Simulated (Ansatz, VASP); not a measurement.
## Two plane-wave programs on Ir

The input INCAR:

```
PREC = Accurate ; ENCUT = 520
EDIFF = 1E-7 ; ISMEAR = -1
SIGMA = 0.05 ; LREAL = F
LASPH = T ; NELM = 150
ALGO = Normal ; ISIF = 2
LWAVE = F ; LCHARG = T
MAGMOM = 0 0 0 ; LORBIT = 11
LSORBIT = T ; GGA_COMPAT = F
LORBMOM = T ; LMAXMIX = 4
GGA = PE ; LVHAR = T
NBANDS = 20
```

Contents of KPOINTS:

```
Automatic mesh
0
Gamma
  12 12 12
```

POSCAR

```
Ir
1.0
    0.0000000000      1.9156000000      1.9156000000
    1.9156000000      0.0000000000      1.9156000000
    1.9156000000      1.9156000000      0.0000000000
Ir
1
Direct
    0.0000000000      0.0000000000      0.0000000000
```

input.yaml

```yaml
crystal:
  lattice:
    - [0.0, 1.9156, 1.9156]
    - [1.9156, 0.0, 1.9156]
    - [1.9156, 1.9156, 0.0]
  atoms:
    - { symbol: Ir, position: [0.0, 0.0, 0.0] }
hamiltonian:
  xc: pbe
  pseudopotentials: { kind: paw_fr }
magnetization:
  noncollinear: true
  spin_orbit: true
kpoints:
  mp_grid: { grid: [12, 12, 12] }
scf:
  occupations: { method: fermi_dirac, width: 0.05 }
  n_extra_bands: 6
  mixing: { algorithm: anderson, beta: 0.3 }
output:
  forces: true
  stress: true
  eigenvalues: true
  dos: { projected: true, de: 0.05, nscf_kmesh: { grid: [18, 18, 18] } }
  write_density: true
  write_potential: true
  elf: true
  volumetric_format: npy
```

Alike in both runs: functional PBE; k mesh 12 × 12 × 12; occupations fermi-dirac, width 0.05 eV; non-collinear spin, spin-orbit coupling.

|  | VASP | Ansatz |
| --- | --- | --- |
| version | VASP 6.6.1 | Ansatz 0.2.0 |
| potentials or method | VASP PAW PBE potentials, release 64 (Ir) | Ansatz PAW |
| plane-wave cutoff (eV) | 520 | 420 |
| valence electrons in the cell | 9 | 17 |
| task | single point | projected density of states |

|  | VASP | Ansatz | Ansatz less VASP |
| --- | --- | --- | --- |
| pressure (GPa) | 12.8 | 11.8 | -1.05 |
| net moment per atom (μB) | 0.00 | 0.00 | 0.000 |

VASP's potentials hold 9 valence electrons a cell and Ansatz's 17, so a difference there can come from the potentials and not from the codes.
